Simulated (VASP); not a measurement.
SrLa, 2 atoms in the cell. It takes space group Pm-3m (No. 221, cubic). Conventional cell: a = 4.301 Å, b = 4.301 Å, c = 4.301 Å, α = 90.00°, β = 90.00°, γ = 90.00°. La (site symmetry m-3m) has 8 Sr at 3.72 Å and 6 La at 4.30 Å within 4.9 Å. Sr (site symmetry m-3m) has 8 La at 3.72 Å and 6 Sr at 4.30 Å within 4.9 Å. 

- Program: VASP 6.6.1
- Task: single point
- Functional: LDA
- Potentials or basis: VASP PAW LDA potentials, release 64 (La, Sr_sv)
- Cutoff: 520 eV
- k mesh: 5 × 5 × 5
- Occupations: gaussian, width 0.1 eV
- Spin: no spin polarisation
- Dipole correction: no
- Further INCAR settings: ALGO = Normal; EDIFF = 1e-06; NBANDS = 18

Potentials or basis: VASP PAW LDA potentials, release 64 (La, Sr_sv).

The run is started by

```console
$ cat potpaw_LDA.64/La/POTCAR potpaw_LDA.64/Sr_sv/POTCAR > POTCAR
$ mpirun -np 1 vasp_std > vasp.out
```

Hardware: 1 thread of Intel(R) Xeon(R) Platinum 8488C (Sapphire Rapids) (shared host).

How long does it take, and how much memory?

It took 8.7 s on 1 thread of Intel(R) Xeon(R) Platinum 8488C (Sapphire Rapids), on a shared host, peak memory 0.16 GiB. Counts: scf iterations 11, k points 10.
